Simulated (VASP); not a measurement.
# Sr in VASP: a series of runs

The runs below take Sr through electric field gradients, with PBE.

All numbers are computed with VASP 6.6.1; they aren't measurements. Logs are shortened: lines on timing, memory, paths and dates and some standing lists are left out, and cuts for length are marked.

## 1. The cell of the first run

The structure is hexagonal, space group P6_3/mmc (No. 194). The conventional cell has a = 4.289 Å, b = 4.289 Å, c = 7.120 Å, α = 90.00°, β = 90.00°, γ = 120.00°. Within 5.6 Å of Sr (site symmetry -6m2) lie 12 Sr at 4.29 to 4.34 Å.

This isn't the form of Sr at room conditions, which is fcc.

## 2. Electric field gradients, PBE (z stretched by +1 % at fixed volume)

The input, INCAR:

```
PREC = Accurate
ENCUT = 520
EDIFF = 1E-8
ISMEAR = -1
SIGMA = 0.03
LREAL = False
LASPH = True
NELM = 80
ALGO = Normal
ISIF = 2
LWAVE = False
LCHARG = False
GGA = PE
LEFG = True
NBANDS = 17
```

The input, KPOINTS:

```
Automatic mesh
0
Gamma
  9 9 5
```

The input, POSCAR:

```
Sr
1.0
    4.2886105094      0.0000000000      0.0000000000
   -2.1443052547      3.7140456480      0.0000000000
    0.0000000000      0.0000000000      7.1205000000
Sr
2
Direct
    0.3333333333      0.6666666667      0.2500000000
    0.6666666667      0.3333333333      0.7500000000
```

Potentials or basis: VASP PAW PBE potentials, release 64 (Sr_sv).

Launch:

```sh
cat potpaw_PBE.64/Sr_sv/POTCAR > POTCAR
mpirun -np 1 vasp_std > vasp.out
```

OUTCAR:

```text
PREC = Accurate
   ENCUT = 520
   EDIFF = 1E-8
   ISMEAR = -1
   LREAL = False
   LASPH = True
   NELM = 80
   ISIF = 2
   GGA = PE

 ion  position               nearest neighbor table
   1  0.333  0.667  0.250-   2 4.34   2 4.34   2 4.34   2 4.34   2 4.34   2 4.34
   2  0.667  0.333  0.750-   1 4.34   1 4.34   1 4.34   1 4.34   1 4.34   1 4.34

  LATTYP: Found a hexagonal cell.
 ALAT       =     4.2886105094
 C/A-ratio  =     1.6603279744

  Lattice vectors:

 A1 = (   4.2886105094,   0.0000000000,   0.0000000000)
 A2 = (  -2.1443052547,   3.7140456480,   0.0000000000)
 A3 = (   0.0000000000,   0.0000000000,   7.1205000000)

Analysis of symmetry for initial positions (statically):
=====================================================================
 Subroutine PRICEL returns:
 Original cell was already a primitive cell.

 Routine SETGRP: Setting up the symmetry group for a
 hexagonal supercell.

 Subroutine GETGRP returns: Found 24 space group operations
 (whereof 12 operations were pure point group operations)
 out of a pool of 24 trial point group operations.

The static configuration has the point symmetry D_3d.
 The point group associated with its full space group is D_6h.

Analysis of symmetry for dynamics (positions and initial velocities):
=====================================================================
 Subroutine PRICEL returns:
 Original cell was already a primitive cell.

 Routine SETGRP: Setting up the symmetry group for a
 hexagonal supercell.

 Subroutine GETGRP returns: Found 24 space group operations
 (whereof 12 operations were pure point group operations)
 out of a pool of 24 trial point group operations.

The dynamic configuration has the point symmetry D_3d.
 The point group associated with its full space group is D_6h.

 Subroutine INISYM returns: Found 24 space group operations
 (whereof 12 operations are pure point group operations),
 and found     1 'primitive' translations

----------------------------------------------------------------------------------------

                                     Primitive cell

  volume of cell :     113.4160

  direct lattice vectors                    reciprocal lattice vectors
     4.288610509  0.000000000  0.000000000     0.233175757  0.134624086  0.000000000
    -2.144305255  3.714045648  0.000000000     0.000000000  0.269248172  0.000000000
     0.000000000  0.000000000  7.120500000     0.000000000  0.000000000  0.140439576

  length of vectors
     4.288610509  4.288610509  7.120500000     0.269248172  0.269248172  0.140439576

  position of ions in fractional coordinates (direct lattice)
     0.333333333  0.666666667  0.250000000
     0.666666667  0.333333333  0.750000000

  ion indices of the primitive-cell ions
   primitive index   ion index
                 1           1
                 2           2

----------------------------------------------------------------------------------------

 KPOINTS: Automatic mesh

Automatic generation of k-mesh.
 Grid dimensions read from file:
 generate k-points for:    9    9    5

 Generating k-lattice:

  Cartesian coordinates                     Fractional coordinates (reciprocal lattice)
     0.025908417  0.014958232  0.000000000     0.111111111 -0.000000000  0.000000000
     0.000000000  0.029916464  0.000000000     0.000000000  0.111111111  0.000000000
     0.000000000  0.000000000  0.028087915     0.000000000  0.000000000  0.200000000

  Length of vectors
     0.029916464  0.029916464  0.028087915

  Shift w.r.t. Gamma in fractional coordinates (k-lattice)
     0.000000000  0.000000000  0.000000000

 Subroutine IBZKPT returns following result:
 ===========================================

 Found     36 irreducible k-points:

 Following reciprocal coordinates:
            Coordinates               Weight
  0.000000  0.000000  0.000000      1.000000
  0.111111  0.000000  0.000000      6.000000
  0.222222  0.000000  0.000000      6.000000
  0.333333  0.000000  0.000000      6.000000
  0.444444  0.000000  0.000000      6.000000
  0.111111  0.111111  0.000000      6.000000
[... 16 lines left out ...]
  0.333333  0.222222  0.200000     24.000000
  0.333333  0.333333  0.200000      4.000000
 [... further k-points ...]
   k-points           NKPTS =     36   k-points in BZ     NKDIM =     36   number of bands    NBANDS=     17
   number of dos      NEDOS =    301   number of ions     NIONS =      2
   total plane-waves  NPLWV =  55296
   dimension x,y,z NGX =    32 NGY =   32 NGZ =   54
   dimension x,y,z NGXF=    64 NGYF=   64 NGZF=  108
   ions per type =               2
   NGX,Y,Z   is equivalent  to a cutoff of  12.40, 12.40, 12.61 a.u.
   NGXF,Y,Z  is equivalent  to a cutoff of  24.81, 24.81, 25.22 a.u.
 SYSTEM =  unknown system
   PREC   = accura    normal or accurate (medium, high low for compatibility)
   ISTART =      0    job   : 0-new  1-cont  2-samecut
   ICHARG =      2    charge: 1-file 2-atom 10-const
   ISPIN  =      1    spin polarized calculation?
   LNONCOLLINEAR =      F non collinear calculations
   LSORBIT =      F    spin-orbit coupling
   LASPH  =      T    aspherical Exc in radial PAW
   ENCUT  =  520.0 eV  38.22 Ry    6.18 a.u.   7.97  7.97 13.24*2*pi/ulx,y,z
   NELM   =     80;   NELMIN=  2; NELMDL= -5     # of ELM steps
   EDIFF  = 0.1E-07   stopping-criterion for ELM
   LREAL  =      F    real-space projection
   EDIFFG = 0.1E-06   stopping-criterion for IOM
   NSW    =      0    number of steps for IOM
   IBRION =     -1    ionic relax: 0-MD 1-quasi-New 2-CG
   NFREE  =      0    steps in history (QN), initial steepest desc. (CG)
   ISIF   =      2    stress and relaxation
   ISYM   =      2    0-nonsym 1-usesym 2-fastsym
   POTIM  = 0.5000    time-step for ionic-motion
   TEBEG  =    0.0;   TEEND  =   0.0 temperature during run
   PSTRESS=    0.0 pullay stress
   NELECT =      20.0000    total number of electrons
   NUPDOWN=      -1.0000    fix difference up-down
   EMIN   =  10.00;   EMAX   =-10.00  energy-range for DOS
   EFERMI =   0.00;   METHOD = LEGACY
   ISMEAR =    -1;   SIGMA  =   0.03  broadening in eV -4-tet -1-fermi 0-gaus
   EFERMI_NEDOS =   21; number of points for ismear=-14 and -15
   IALGO  =     38    algorithm
   IMIX   =      4    mixing-type and parameters
     AMIX     =   0.40;   BMIX     =  1.00
     AMIX_MAG =   1.60;   BMIX_MAG =  1.00
  volume/ion in A,a.u.               =      56.71       382.68
  Fermi-wavevector in a.u.,A,eV,Ry     =   0.918037  1.734838 11.466873  0.842791
  Thomas-Fermi vector in A             =   2.043073
   LORBIT       =      0    0 simple, 1 ext, 2 COOP (PROOUT), +10 PAW based schemes
   GGA     = PE    functional components
   LHFCALC =     F    Hartree Fock is set to
   AEXX    =    0.0000 exact exchange contribution
   IVDW    =     0    specifies the selected vdW correction
   LEPSILON=     F    determine dielectric tensor
   LRPA    =     F    only Hartree local field effects (RPA)
 non-spin polarized calculation
  energy-cutoff  :      520.00
  volume of cell :      113.42
 maximum number of plane-waves:      3072
 NGX is ok and might be reduce to    32
   NGX = 15   NGY = 15   NGZ = 27

 number of electron      20.0000000 magnetization

 Free energy of the ion-electron system (eV)
  ---------------------------------------------------
  ext. energy  EPLUGINS =         0.00000000
  ---------------------------------------------------
  free energy    TOTEN  =        -3.26698129 eV

  energy without entropy =       -3.25956142  energy(sigma->0) =       -3.26327136

 E-fermi :   1.4811     XC(G=0):  -7.2591

 val. band max:        1.4807206636   @ k =   0.3333   0.0000   0.0000
 cond. band min:       1.5061061111   @ k =   0.3333   0.0000   0.0000
 fundamental gap:      0.0253854474
 Fermi energy:         1.4810534257

 k-point     1 :       0.0000    0.0000    0.0000
  band No.  band energies     occupation
      1     -35.1990      2.00000
      2     -35.1879      2.00000
      3     -17.2572      2.00000
      4     -17.1139      2.00000
      5     -17.1139      2.00000
      6     -17.0919      2.00000
[... 9 lines left out ...]
     16       4.1432      0.00000
     17       4.7059      0.00000

 k-point     2 :       0.1111    0.0000    0.0000
  band No.  band energies     occupation
      1     -35.1977      2.00000
      2     -35.1872      2.00000
      3     -17.2504      2.00000
      4     -17.1304      2.00000
      5     -17.1189      2.00000
      6     -17.1089      2.00000
[... 9 lines left out ...]
     16       4.3080      0.00000
     17       4.3862      0.00000

 k-point     3 :       0.2222    0.0000    0.0000
  band No.  band energies     occupation
      1     -35.1943      2.00000
      2     -35.1855      2.00000
      3     -17.2320      2.00000
      4     -17.1723      2.00000
      5     -17.1510      2.00000
      6     -17.1314      2.00000
[... 9 lines left out ...]
     16       4.3373      0.00000
     17       4.3884      0.00000

 k-point     4 :       0.3333    0.0000    0.0000
  band No.  band energies     occupation
      1     -35.1902      2.00000
      2     -35.1838      2.00000
      3     -17.2202      2.00000
      4     -17.2072      2.00000
      5     -17.1974      2.00000
      6     -17.1450      2.00000
[... 9 lines left out ...]
     16       4.8566      0.00000
     17       5.1161      0.00000
[... 343 lines left out ...]
      1     -35.1877      2.00000
      2     -35.1837      2.00000
      3     -17.2256      2.00000
      4     -17.2198      2.00000
      5     -17.1731      2.00000
      6     -17.1636      2.00000
[... 9 lines left out ...]
     16       4.8575      0.00000
     17       5.3892      0.00000

 k-point    23 :       0.3333    0.2222    0.2000
  band No.  band energies     occupation
      1     -35.1853      2.00000
      2     -35.1833      2.00000
      3     -17.2378      2.00000
      4     -17.2234      2.00000
      5     -17.1877      2.00000
      6     -17.1631      2.00000
[... 9 lines left out ...]
     16       5.0945      0.00000
     17       5.4268      0.00000

 k-point    24 :       0.3333    0.3333    0.2000
  band No.  band energies     occupation
      1     -35.1838      2.00000
      2     -35.1838      2.00000
      3     -17.2197      2.00000
      4     -17.2140      2.00000
      5     -17.2140      2.00000
      6     -17.1813      2.00000
[... 9 lines left out ...]
     16       5.2829      0.00000
     17       5.3412      0.00000

 [... further k-points ...]

------------------------ aborting loop because EDIFF is reached ----------------------------------------

  FORCE on cell =-STRESS in cart. coord.  units (eV):
  Direction    XX          YY          ZZ          XY          YZ          ZX
  --------------------------------------------------------------------------------------
  -------------------------------------------------------------------------------------
  Total       -0.1248087     -0.1248087     -0.2525133      0.0000000      0.0000000      0.0000000
  in kB       -1.7631166     -1.7631166     -3.5671432      0.0000000      0.0000000      0.0000000
  external PRESSURE =      -2.3644588 kB  Pullay stress =       0.0000000 kB

 VOLUME and BASIS-vectors are now :
 -----------------------------------------------------------------------------
  energy-cutoff  :      520.00
  volume of cell :      113.42
      direct lattice vectors                 reciprocal lattice vectors
     4.288610509  0.000000000  0.000000000     0.233175757  0.134624086  0.000000000
    -2.144305255  3.714045648  0.000000000     0.000000000  0.269248172  0.000000000
     0.000000000  0.000000000  7.120500000     0.000000000  0.000000000  0.140439576

 POSITION                                       TOTAL-FORCE (eV/Angst)
 -----------------------------------------------------------------------------------
     -0.00000      2.47603      1.78012         0.000000     -0.000000      0.000000
      2.14431      1.23802      5.34037        -0.000000      0.000000      0.000000
 -----------------------------------------------------------------------------------
    total drift:                               -0.000000      0.000000     -0.000000

  FREE ENERGIE OF THE ION-ELECTRON SYSTEM (eV)
  ---------------------------------------------------
  free  energy   TOTEN  =        -3.2669812916 eV

  energy  without entropy=       -3.2595614240  energy(sigma->0) =       -3.26327136

 Electric field gradients (V/A^2)
---------------------------------------------------------------------
 ion       V_xx      V_yy      V_zz      V_xy      V_xz      V_yz
---------------------------------------------------------------------
   1       4.003     4.003    -8.006     0.000     0.000    -0.000
   2       4.003     4.003    -8.006     0.000    -0.000     0.000
---------------------------------------------------------------------

 Electric field gradients after diagonalization (V/A^2)
 (convention: |V_zz| > |V_xx| > |V_yy|)
----------------------------------------------------------------------
 ion       V_xx      V_yy      V_zz     asymmetry (V_yy - V_xx)/ V_zz
----------------------------------------------------------------------
   1       4.003     4.003    -8.006       0.000
   2       4.003     4.003    -8.006       0.000
----------------------------------------------------------------------

           NMR quadrupolar parameters

 Cq : quadrupolar parameter    Cq=e*Q*V_zz/h
 eta: asymmetry parameters     (V_yy - V_xx)/ V_zz
 Q  : nuclear electric quadrupole moment in mb (millibarn)
----------------------------------------------------------------------
 ion       Cq(MHz)       eta       Q (mb)
----------------------------------------------------------------------
   1      -0.019       0.000       1.000
   2      -0.019       0.000       1.000
----------------------------------------------------------------------
```

Wall time 29 s (1 thread of AMD EPYC 9R45 (Zen 5), shared host); peak memory 0.21 GiB.

What came out:

```
Free energy                             : -3.2670 eV
Pressure                                : -0.2 GPa
Band gap on the k mesh                  : zero (bands 10 and 11 overlap by 0.23 eV)
Largest electric field gradient by atom : Sr -8.0 V/Å²
```

Levels at points of the mesh, in eV from the Fermi level:
```csv
k point,band 8,band 9,band 10,band 11,band 12,band 13
"(0.00, 0.00, 0.00)",-18.57,-3.60,-1.16,-0.03,2.19,2.29
```

Electric field gradients, principal values (V/Å²):
```tsv
atom	least	middle	greatest (by size)
1 Sr	4.003	4.003	-8.006
2 Sr	4.003	4.003	-8.006
```

Caveat: without QUAD_EFG the Cq values of the log hold for a quadrupole moment of 1 mb, not for the nuclei.

(Part 1 of 2 ends here.)
